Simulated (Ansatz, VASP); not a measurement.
As: VASP beside Ansatz

```
CELL_PARAMETERS angstrom
0.00000 2.12088 2.12088
2.12088 0.00000 2.12088
2.12088 2.12088 0.00000
ATOMIC_POSITIONS crystal
As 0.00000 0.00000 0.00000
```

Alike in both runs: functional r2SCAN; k mesh 16 × 16 × 16; occupations gaussian, width 0.1 eV; no spin polarisation.

Ansatz relaxed the structure, and its values are those at the end. VASP's run is a single point on that final structure, the one shown.

|  | VASP | Ansatz |
| --- | --- | --- |
| version | VASP 6.6.1 | Ansatz 0.2.0 |
| potentials or method | VASP PAW PBE potentials, release 64 (As), cutoff 550 eV | scalar-relativistic, plane waves, PAW |
| valence electrons in the cell | 5 | 15 |

Ansatz gave:

```
gap on the k mesh at the Fermi level (eV) : none
pressure (GPa)                            : 0.0
```

Estimate VASP's values.

gap on the k mesh at the Fermi level (eV): none; pressure (GPa): -0.1.

VASP's potentials were made for PBE, not for r2SCAN. A gap of «none» marks a metal or a gap that the smearing closes. VASP's potentials hold 5 valence electrons a cell and Ansatz's 15, so a difference there can come from the potentials and not from the codes.
